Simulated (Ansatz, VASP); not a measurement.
AlN: VASP beside Ansatz

The input POSCAR:

```
AlN
1.0
    0.0000000000      2.2067251766      2.1614008355
    2.2067251766      0.0000000000      2.1614008355
    2.2067251766      2.2067251766      0.0000000000
Al N
1 1
Direct
    0.0000000000      0.0000000000      0.0000000000
    0.2500000000      0.2500000000      0.2500000000
```

INCAR.step1

```
SYSTEM = AlN
PREC = Accurate
ENCUT = 520
EDIFF = 1E-5
ISMEAR = 0
SIGMA = 0.01
LREAL = .False.
LASPH = .True.
NELM = 80
ALGO = Normal
ISIF = 2
LWAVE = .True.
GGA = PE
NBANDS = 11
```

INCAR.step2

```
SYSTEM = AlN
PREC = Accurate
ENCUT = 520
EDIFF = 1E-6
ISMEAR = 0
SIGMA = 0.01
LREAL = .False.
LASPH = .True.
NELM = 80
ALGO = Normal
ISIF = 2
LWAVE = .False.
LCHARG = .True.
GGA = PE
LHFCALC = .True.
HFSCREEN = 0.2079
PRECFOCK = Normal
LELF = .True.
LVHAR = .True.
ISTART = 1
NBANDS = 11
```

File KPOINTS:

```
regular mesh
0
Gamma
  8 8 8
  0 0 0
```

Input for Ansatz:

```yaml
crystal:
  lattice:
    - [0.0, 2.2067251766, 2.1614008355]
    - [2.2067251766, 0.0, 2.1614008355]
    - [2.2067251766, 2.2067251766, 0.0]
  atoms:
    - { symbol: Al, position: [0.0, 0.0, 0.0] }
    - { symbol: "N", position: [0.25, 0.25, 0.25] }
kpoints:
  mp_grid: { grid: [8, 8, 8] }
  band_path:
    path:
      - [0.0, 0.0, 0.0]
      - [-0.5, -0.5, 0.0]
      - [-0.375, -0.375, 0.25]
      - [-0.375, 0.0, 0.375]
      - [0.0, 0.0, 0.5]
      - [-0.5, -0.25, 0.25]
    npoints: 1
hamiltonian:
  xc: hse06
scf:
  occupations: { method: fixed }
  n_extra_bands: 4
output:
  forces: true
  stress: true
  eigenvalues: true
```

Change from the starting cell: epitaxial_xy strain +1.0%.

Alike in both runs: task single point; functional HSE06; k mesh 8 × 8 × 8; no spin polarisation.

|  | VASP | Ansatz |
| --- | --- | --- |
| version | VASP 6.6.1 | Ansatz 0.2.0 |
| potentials or method | VASP PAW PBE potentials, release 64 (Al, N) | plane waves, PAW |
| plane-wave cutoff (eV) | 520 | 420 |
| occupations | gaussian, width 0.01 eV | fixed |
| valence electrons in the cell | 8 | 8 |

```csv
,VASP,Ansatz,Ansatz less VASP
gap on the k mesh at the Fermi level (eV),4.42,4.43,+0.001
pressure (GPa),-2.7,-2.6,+0.17
"traceless stress, the component that is largest in VASP (GPa)",1.88,1.86,-0.016
```

Ansatz's warnings: stress exchange threshold loose, stress scf threshold loose.
